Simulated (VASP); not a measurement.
# BP (pbe) (I-4m2) in VASP: notebook

The runs below take BP (pbe) through single point, with PBE.

Everything below comes from runs of VASP 6.6.1. Logs are shortened: lines on timing, memory, paths and dates and some standing lists are left out, and cuts for length are marked.

### 1 The cell of the first run

It takes space group I-4m2 (No. 119, tetragonal). Conventional cell: a = 3.248 Å, b = 3.248 Å, c = 4.521 Å, α = 90.00°, β = 90.00°, γ = 90.00°. B (site symmetry -4m2) has 4 P at 1.98 Å within 2.6 Å. Within 2.6 Å of P (site symmetry -4m2) lie 4 B at 1.98 Å.

### 2 Single point, PBE (strained cell)

The input, INCAR:

```
SYSTEM = BP
ALGO = Normal
EDIFF = 1E-6
ENCUT = 500
GGA = PE
GGA_COMPAT = .FALSE.
ISIF = 2
ISMEAR = 0
LASPH = .TRUE.
LCHARG = .TRUE.
LELF = .TRUE.
LREAL = .FALSE.
LVHAR = .TRUE.
LWAVE = .FALSE.
NBANDS = 11
NELM = 120
PREC = Accurate
SIGMA = 0.02
```

The input, KPOINTS:

```
k-points
0
G
  8 8 8
  0 0 0
```

The input, POSCAR:

```
BP
1.0
    0.0000000000      2.2969143471      2.2605275851
    2.2969143471      0.0000000000      2.2605275851
    2.2969143471      2.2969143471      0.0000000000
B P
1 1
Direct
    0.0000000000      0.0000000000      0.0000000000
    0.2500000000      0.2500000000      0.2500000000
```

Potentials or basis: VASP PAW PBE potentials, release 64 (B, P).

Run with:

```bash
> cat potpaw_PBE.64/B/POTCAR potpaw_PBE.64/P/POTCAR > POTCAR
> mpirun -np 1 vasp_std > vasp.out
```

OUTCAR:

```text
SYSTEM = BP
   EDIFF = 1E-6
   ENCUT = 500
   GGA = PE
   ISIF = 2
   ISMEAR = 0
   LASPH = .TRUE.
   LREAL = .FALSE.
   NELM = 120
   PREC = Accurate

 ion  position               nearest neighbor table
   1  0.000  0.000  0.000-   2 1.98   2 1.98   2 1.98   2 1.98
   2  0.250  0.250  0.250-   1 1.98   1 1.98   1 1.98   1 1.98

  LATTYP: Found a body centered tetragonal cell.
 ALAT       =     3.2483274213
 C/A-ratio  =     1.3918101792

  Lattice vectors:

 A1 = (   0.0000000000,  -2.2969143471,  -2.2605275851)
 A2 = (   0.0000000000,   2.2969143471,  -2.2605275851)
 A3 = (   2.2969143471,   0.0000000000,   2.2605275851)

Analysis of symmetry for initial positions (statically):
=====================================================================
 Subroutine PRICEL returns:
 Original cell was already a primitive cell.

 Routine SETGRP: Setting up the symmetry group for a
 body centered tetragonal supercell.

 Subroutine GETGRP returns: Found  8 space group operations
 (whereof  8 operations were pure point group operations)
 out of a pool of 16 trial point group operations.

The static configuration has the point symmetry D_2d.

Analysis of symmetry for dynamics (positions and initial velocities):
=====================================================================
 Subroutine PRICEL returns:
 Original cell was already a primitive cell.

 Routine SETGRP: Setting up the symmetry group for a
 body centered tetragonal supercell.

 Subroutine GETGRP returns: Found  8 space group operations
 (whereof  8 operations were pure point group operations)
 out of a pool of 16 trial point group operations.

The dynamic configuration has the point symmetry D_2d.

 Subroutine INISYM returns: Found  8 space group operations
 (whereof  8 operations are pure point group operations),
 and found     1 'primitive' translations

----------------------------------------------------------------------------------------

                                     Primitive cell

  volume of cell :      23.8523

  direct lattice vectors                    reciprocal lattice vectors
     0.000000000  2.296914347  2.260527585    -0.217683346  0.217683346  0.221187303
     2.296914347  0.000000000  2.260527585     0.217683346 -0.217683346  0.221187303
     2.296914347  2.296914347  0.000000000     0.217683346  0.217683346 -0.221187303

  length of vectors
     3.222700805  3.222700805  3.248327421     0.379072422  0.379072422  0.379072422

  position of ions in fractional coordinates (direct lattice)
     0.000000000  0.000000000  0.000000000
     0.250000000  0.250000000  0.250000000

  ion indices of the primitive-cell ions
   primitive index   ion index
                 1           1
                 2           2

----------------------------------------------------------------------------------------

 KPOINTS: k-points

Automatic generation of k-mesh.
 Grid dimensions read from file:
 generate k-points for:    8    8    8

 Generating k-lattice:

  Cartesian coordinates                     Fractional coordinates (reciprocal lattice)
    -0.027210418  0.027210418  0.027648413     0.125000000  0.000000000  0.000000000
     0.027210418 -0.027210418  0.027648413     0.000000000  0.125000000  0.000000000
     0.027210418  0.027210418 -0.027648413     0.000000000  0.000000000  0.125000000

  Length of vectors
     0.047384053  0.047384053  0.047384053

  Shift w.r.t. Gamma in fractional coordinates (k-lattice)
     0.000000000  0.000000000  0.000000000

 Subroutine IBZKPT returns following result:
 ===========================================

 Found     59 irreducible k-points:

 Following reciprocal coordinates:
            Coordinates               Weight
  0.000000  0.000000  0.000000      1.000000
  0.125000  0.000000  0.000000      8.000000
  0.250000  0.000000  0.000000      8.000000
  0.375000  0.000000  0.000000      8.000000
  0.500000  0.000000  0.000000      4.000000
  0.125000  0.125000  0.000000      2.000000
[... 16 lines left out ...]
  0.250000  0.000000  0.125000     16.000000
  0.375000  0.000000  0.125000     16.000000
 [... further k-points ...]
   k-points           NKPTS =     59   k-points in BZ     NKDIM =     59   number of bands    NBANDS=     11
   number of dos      NEDOS =    301   number of ions     NIONS =      2
   total plane-waves  NPLWV =  13824
   dimension x,y,z NGX =    24 NGY =   24 NGZ =   24
   dimension x,y,z NGXF=    48 NGYF=   48 NGZF=   48
   ions per type =               1   1
   NGX,Y,Z   is equivalent  to a cutoff of  12.38, 12.38, 12.28 a.u.
   NGXF,Y,Z  is equivalent  to a cutoff of  24.76, 24.76, 24.57 a.u.
 SYSTEM =  BP
   PREC   = accura    normal or accurate (medium, high low for compatibility)
   ISTART =      0    job   : 0-new  1-cont  2-samecut
   ICHARG =      2    charge: 1-file 2-atom 10-const
   ISPIN  =      1    spin polarized calculation?
   LNONCOLLINEAR =      F non collinear calculations
   LSORBIT =      F    spin-orbit coupling
   LASPH  =      T    aspherical Exc in radial PAW
   ENCUT  =  500.0 eV  36.75 Ry    6.06 a.u.   5.88  5.88  5.92*2*pi/ulx,y,z
   NELM   =    120;   NELMIN=  2; NELMDL= -5     # of ELM steps
   EDIFF  = 0.1E-05   stopping-criterion for ELM
   LREAL  =      F    real-space projection
   EDIFFG = 0.1E-04   stopping-criterion for IOM
   NSW    =      0    number of steps for IOM
   IBRION =     -1    ionic relax: 0-MD 1-quasi-New 2-CG
   NFREE  =      0    steps in history (QN), initial steepest desc. (CG)
   ISIF   =      2    stress and relaxation
   ISYM   =      2    0-nonsym 1-usesym 2-fastsym
   POTIM  = 0.5000    time-step for ionic-motion
   TEBEG  =    0.0;   TEEND  =   0.0 temperature during run
   PSTRESS=    0.0 pullay stress
   NELECT =       8.0000    total number of electrons
   NUPDOWN=      -1.0000    fix difference up-down
   EMIN   =  10.00;   EMAX   =-10.00  energy-range for DOS
   EFERMI =   0.00;   METHOD = LEGACY
   ISMEAR =     0;   SIGMA  =   0.02  broadening in eV -4-tet -1-fermi 0-gaus
   EFERMI_NEDOS =   21; number of points for ismear=-14 and -15
   IALGO  =     38    algorithm
   IMIX   =      4    mixing-type and parameters
     AMIX     =   0.40;   BMIX     =  1.00
     AMIX_MAG =   1.60;   BMIX_MAG =  1.00
  volume/ion in A,a.u.               =      11.93        80.48
  Fermi-wavevector in a.u.,A,eV,Ry     =   1.137440  2.149449 17.602795  1.293769
  Thomas-Fermi vector in A             =   2.274145
   LORBIT       =      0    0 simple, 1 ext, 2 COOP (PROOUT), +10 PAW based schemes
   GGA     = PE    functional components
   LHFCALC =     F    Hartree Fock is set to
   AEXX    =    0.0000 exact exchange contribution
   IVDW    =     0    specifies the selected vdW correction
   LEPSILON=     F    determine dielectric tensor
   LRPA    =     F    only Hartree local field effects (RPA)
 non-spin polarized calculation
 Gauss-broadening in eV      SIGMA  =   0.02
  energy-cutoff  :      500.00
  volume of cell :       23.85
 maximum number of plane-waves:       622
   NGX = 11   NGY = 11   NGZ = 11

 number of electron       7.9999999 magnetization

 Free energy of the ion-electron system (eV)
  ---------------------------------------------------
  ext. energy  EPLUGINS =         0.00000000
  ---------------------------------------------------
  free energy    TOTEN  =       -12.92289365 eV

  energy without entropy =      -12.92289365  energy(sigma->0) =      -12.92289365

 E-fermi :   7.4393     XC(G=0): -10.8182

 val. band max:        7.2921034652   @ k =   0.0000   0.0000   0.0000
 cond. band min:       8.3496101973   @ k =   0.3750   0.3750   0.0000
 fundamental gap:      1.0575067321
 Fermi energy:         7.4393279307

 k-point     1 :       0.0000    0.0000    0.0000
  band No.  band energies     occupation
      1      -8.0864      2.00000
      2       7.1402      2.00000
      3       7.1402      2.00000
      4       7.2921      2.00000
      5      10.5020      0.00000
      6      10.5934      0.00000
      7      10.5934      0.00000
      8      14.2478      0.00000
      9      18.5659      0.00000
     10      19.0547      0.00000
     11      19.4596      0.00000

 k-point     2 :       0.1250    0.0000    0.0000
  band No.  band energies     occupation
      1      -7.8101      2.00000
      2       5.3560      2.00000
      3       6.7116      2.00000
      4       6.8309      2.00000
      5      11.0125      0.00000
      6      11.1668      0.00000
      7      11.1732      0.00000
      8      15.0693      0.00000
      9      18.2169      0.00000
     10      18.5154      0.00000
     11      19.3874      0.00000

 k-point     3 :       0.2500    0.0000    0.0000
  band No.  band energies     occupation
      1      -7.0004      2.00000
      2       2.4074      2.00000
      3       6.0148      2.00000
      4       6.1686      2.00000
      5      11.0723      0.00000
      6      11.8910      0.00000
      7      11.9479      0.00000
      8      16.6051      0.00000
      9      18.0599      0.00000
     10      18.1546      0.00000
     11      20.0844      0.00000

 k-point     4 :       0.3750    0.0000    0.0000
  band No.  band energies     occupation
      1      -5.7659      2.00000
      2      -0.2710      2.00000
      3       5.5276      2.00000
      4       5.7130      2.00000
      5      10.8977      0.00000
      6      11.9224      0.00000
      7      12.0768      0.00000
      8      17.2599      0.00000
      9      19.6574      0.00000
     10      19.7749      0.00000
     11      20.8269      0.00000
[... 239 lines left out ...]
 k-point    22 :       0.1250    0.0000    0.1250
  band No.  band energies     occupation
      1      -7.7215      2.00000
      2       5.9485      2.00000
      3       6.0214      2.00000
      4       6.1183      2.00000
      5       9.9973      0.00000
      6      12.0141      0.00000
      7      12.1986      0.00000
      8      14.5982      0.00000
      9      17.3277      0.00000
     10      19.7098      0.00000
     11      19.7470      0.00000

 k-point    23 :       0.2500    0.0000    0.1250
  band No.  band energies     occupation
      1      -7.0910      2.00000
      2       3.4408      2.00000
      3       5.3447      2.00000
      4       5.6544      2.00000
      5      10.2954      0.00000
      6      12.6865      0.00000
      7      13.2019      0.00000
      8      14.2244      0.00000
      9      18.1690      0.00000
     10      19.7054      0.00000
     11      20.9321      0.00000

 k-point    24 :       0.3750    0.0000    0.1250
  band No.  band energies     occupation
      1      -5.9818      2.00000
      2       0.7142      2.00000
      3       4.8371      2.00000
      4       4.9972      2.00000
      5      10.7337      0.00000
      6      12.6637      0.00000
      7      13.3749      0.00000
      8      15.0789      0.00000
      9      19.4436      0.00000
     10      20.7528      0.00000
     11      21.4575      0.00000

 [... further k-points ...]
[... 5 lines left out ...]
  --------------------------------------------------------------------------------------
  -------------------------------------------------------------------------------------
  Total       -0.5579768     -0.5579768      0.0540094      0.0000000      0.0000000      0.0000000
  in kB      -37.4798030    -37.4798030      3.6278617      0.0000000      0.0000000      0.0000000
  external PRESSURE =     -23.7772481 kB  Pullay stress =       0.0000000 kB

 VOLUME and BASIS-vectors are now :
 -----------------------------------------------------------------------------
  energy-cutoff  :      500.00
  volume of cell :       23.85
      direct lattice vectors                 reciprocal lattice vectors
     0.000000000  2.296914347  2.260527585    -0.217683346  0.217683346  0.221187303
     2.296914347  0.000000000  2.260527585     0.217683346 -0.217683346  0.221187303
     2.296914347  2.296914347  0.000000000     0.217683346  0.217683346 -0.221187303

 POSITION                                       TOTAL-FORCE (eV/Angst)
 -----------------------------------------------------------------------------------
      0.00000      0.00000      0.00000         0.000000     -0.000000      0.000000
      1.14846      1.14846      1.13026        -0.000000      0.000000     -0.000000
 -----------------------------------------------------------------------------------
    total drift:                                0.000000      0.000000     -0.000000

  FREE ENERGIE OF THE ION-ELECTRON SYSTEM (eV)
  ---------------------------------------------------
  free  energy   TOTEN  =       -12.9228936471 eV

  energy  without entropy=      -12.9228936471  energy(sigma->0) =      -12.92289365
```

It took 11 s on 1 thread of AMD EPYC 7R13 (Zen 3), shared host; peak memory 0.11 GiB.

What came out:

```yaml
Free_energy: -12.9229 eV
Pressure: -2.4 GPa
Band_gap_on_the_k_mesh: 1.06 eV, indirect (least direct gap 3.21 eV)
```

Caveat: the cell differs from its parent crystal (strained cell). A k mesh can miss the band edges.

### 3 Single point, PBE (strained cell)

Edit INCAR of step 2 so:

```diff
@@ -9,6 +9,4 @@
 LASPH = .TRUE.
-LCHARG = .TRUE.
-LELF = .TRUE.
+LCHARG = .FALSE.
 LREAL = .FALSE.
-LVHAR = .TRUE.
 LWAVE = .FALSE.
```

KPOINTS is that of step 2.

The input, POSCAR:

```
BP
1.0
    0.0000000000      2.2969143471      2.2688908745
    2.2969143471      0.0000000000      2.2688908745
    2.2969143471      2.2969143471      0.0000000000
B P
1 1
Direct
    0.0000000000      0.0000000000      0.0000000000
    0.2500000000      0.2500000000      0.2500000000
```

Potentials or basis: VASP PAW PBE potentials, release 64 (B, P).

Run with:

```bash
> cat potpaw_PBE.64/B/POTCAR potpaw_PBE.64/P/POTCAR > POTCAR
> mpirun -np 1 vasp_std > vasp.out
```

Wall time 10 s (1 thread of AMD EPYC 7R13 (Zen 3), shared host); peak memory 0.11 GiB.

It converged, with:

```
Free energy            : -12.9228 eV
Pressure               : -2.9 GPa
Band gap on the k mesh : 1.12 eV, indirect (least direct gap 3.24 eV)
```

Stress tensor (GPa, compression positive):
```
-3.99  0.00  0.00
 0.00 -3.99  0.00
 0.00  0.00 -0.83
```

Levels at points of the mesh, in eV from the valence-band top:
```csv
k point,band 2,band 3,band 4,band 5,band 6,band 7
"(0.00, 0.00, 0.00)",-0.12,-0.12,0.00,3.24,3.31,3.31
"(0.50, 0.00, 0.00)",-8.94,-1.88,-1.73,3.54,4.56,4.70
"(0.50, 0.50, 0.00)",-8.46,-4.19,-4.19,1.21,1.49,11.81
"(0.50, 0.00, 0.50)",-8.57,-4.07,-4.05,1.35,1.66,11.69
```

Caveat: the cell differs from its parent crystal (strained cell). A k mesh can miss the band edges.

### 4 Single point, PBE (strained cell)

The input, INCAR:

```
ALGO = Normal ; EDIFF = 1E-6
ENCUT = 500 ; GGA = PE
GGA_COMPAT = F ; ISIF = 2
ISMEAR = 0 ; LASPH = T
LCHARG = F ; LREAL = F
LWAVE = F ; NBANDS = 11
NELM = 120 ; PREC = Accurate
SIGMA = 0.02
```

The input, KPOINTS:

```
k-points
0
Gamma
  8 8 8
```

The input, POSCAR:

```
BP
1.0
    0.0000000000      2.2969143471      2.2644037746
    2.2969143471      0.0000000000      2.2644037746
    2.2969143471      2.2969143471      0.0000000000
B P
1 1
Direct
    0.0000000000      0.0000000000      0.0000000000
    0.2500000000      0.2500000000      0.2500000000
```

Run with:

```bash
> cat potpaw_PBE.64/B/POTCAR potpaw_PBE.64/P/POTCAR > POTCAR
> mpirun -np 1 vasp_std > vasp.out
```

Wall time 10 s (1 thread of AMD EPYC 7R13 (Zen 3), shared host); peak memory 0.11 GiB.

Results (log left out):

```yaml
Free_energy: -12.9229 eV
Pressure: -2.6 GPa
Band_gap_on_the_k_mesh: 1.09 eV, indirect (least direct gap 3.22 eV)
```

Stress tensor (GPa, compression positive):
```
-3.86  0.00  0.00
 0.00 -3.86  0.00
 0.00  0.00 -0.19
```

Levels at points of the mesh, in eV from the valence-band top:
| k point | band 1 | band 2 | band 3 | band 4 | band 5 | band 6 | band 7 | band 8 |
| --- | --- | --- | --- | --- | --- | --- | --- | --- |
| (0.00, 0.00, 0.00) | -15.35 | -0.14 | -0.14 | 0.00 | 3.22 | 3.31 | 3.31 | 6.94 |
| (0.50, 0.00, 0.00) | -12.11 | -8.96 | -1.91 | -1.73 | 3.53 | 4.54 | 4.70 | 9.96 |
| (0.50, 0.50, 0.00) | -10.53 | -8.47 | -4.22 | -4.22 | 1.18 | 1.46 | 11.82 | 11.82 |
| (0.50, 0.00, 0.50) | -10.66 | -8.60 | -4.09 | -4.06 | 1.34 | 1.66 | 11.68 | 11.96 |

Caveat: the cell differs from its parent crystal (strained cell).

(Part 1 of 2 ends here.)
